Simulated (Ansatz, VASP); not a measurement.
**Si in VASP and in Ansatz**

File INCAR:

```
PREC = Accurate
ENCUT = 520
EDIFF = 1E-7
ISMEAR = 0
SIGMA = 0.03
LREAL = False
LASPH = True
NELM = 80
ALGO = Normal
ISIF = 2
LWAVE = False
LCHARG = False
GGA = CA
NBANDS = 16
```

The input KPOINTS:

```
regular mesh
0
Gamma
  10 10 10
```

POSCAR

```
Si
1.0
   -3.0760359683      3.5748526118      1.9223856600
    3.0760359683     -3.5748526118      1.9223856600
    3.0760359683      3.5748526118     -1.9223856600
Si
4
Direct
    0.1788010600      0.1788010600      0.3576021200
    0.8211989400      0.8211989400      0.6423978800
    0.1788010600      0.8211989400      0.0000000000
    0.8211989400      0.1788010600      0.0000000000
```

Input for Ansatz:

```yaml
crystal:
  lattice:
    - [-3.0760359683, 3.5748526118, 1.92238566]
    - [3.0760359683, -3.5748526118, 1.92238566]
    - [3.0760359683, 3.5748526118, -1.92238566]
  atoms:
    - { symbol: Si, position: [0.17880106, 0.17880106, 0.35760212] }
    - { symbol: Si, position: [0.82119894, 0.82119894, 0.64239788] }
    - { symbol: Si, position: [0.17880106, 0.82119894, 0.0] }
    - { symbol: Si, position: [0.82119894, 0.17880106, 0.0] }
basis:
  ecutwfc: 420
kpoints:
  mp_grid: { grid: [10, 10, 10] }
hamiltonian:
  xc: lda
scf:
  occupations: { method: gaussian, width: 0.03 }
output:
  forces: true
  stress: true
  eigenvalues: true
```

Change from the starting cell: strain -0.0750 x Voigt [1, -1, 0, 0, 0, 0], atoms carried along.

Alike in both runs: task single point; functional LDA; k mesh 10 × 10 × 10; occupations gaussian, width 0.03 eV; no spin polarisation.

```csv
,VASP,Ansatz
version,VASP 6.6.1,Ansatz 0.2.0
potentials or method,"VASP PAW LDA potentials, release 64 (Si), cutoff 520 eV","scalar-relativistic, plane waves, PAW"
valence electrons in the cell,16,16
```

```csv
,VASP,Ansatz,Ansatz less VASP
gap on the k mesh at the Fermi level (eV),none,none,-
pressure (GPa),0.8,0.8,-0.04
"traceless stress, the component that is largest in VASP (GPa)",15.79,15.72,-0.064
rms of the force components (eV/Å),1.063,1.061,-0.0019
```

LDA's correlation is that of Perdew and Zunger in VASP and of Perdew and Wang (1992) in Ansatz. Atom by atom the forces differ by 0.002 eV/Å (rms over components). A gap of «none» marks a metal or a gap that the smearing closes.
